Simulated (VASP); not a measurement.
Here is a VASP 6.6.1 calculation.

File INCAR:

```
SYSTEM = Y2H2C
  PREC = Accurate
  ENCUT = 520
  EDIFF = 1E-6
  ISMEAR = -1
  SIGMA = 0.15
  LREAL = .False.
  LASPH = .True.
  NELM = 100
  ALGO = Normal
  ISIF = 2
  LWAVE = .False.
  LCHARG = .True.
  GGA = PS
  LELF = .True.
  LVHAR = .True.
  NBANDS = 22
```

Contents of KPOINTS:

```
Automatic mesh
0
Gamma
  11 11 6
  0 0 0
```

POSCAR

```
Y2H2C
1.0
    3.5824880000      0.0000000000      0.0000000000
   -1.7912440000      3.1025251600      0.0000000000
    0.0000000000      0.0000000000      5.9973000000
Y H C
2 2 1
Direct
    0.3333333333      0.6666666667      0.2265000000
    0.6666666667      0.3333333333      0.7735000000
    0.3333333333      0.6666666667      0.6070000000
    0.6666666667      0.3333333333      0.3930000000
    0.0000000000      0.0000000000      0.0000000000
```

Potentials or basis: VASP PAW PBE potentials, release 64 (Y_sv, H, C).

Launch:

```sh
$ cat potpaw_PBE.64/Y_sv/POTCAR potpaw_PBE.64/H/POTCAR potpaw_PBE.64/C/POTCAR > POTCAR
$ mpirun -np 1 vasp_std > vasp.out
```

Estimate the largest force.

0.064 eV/Å.

Predict the pressure.

1.5 GPa.

Stress tensor (GPa, compression positive):
```
 2.53  0.00  0.00
 0.00  2.53  0.00
 0.00  0.00 -0.42
```

Caveat: the PAW data sets were made with another functional, which shifts forces and pressure a little.
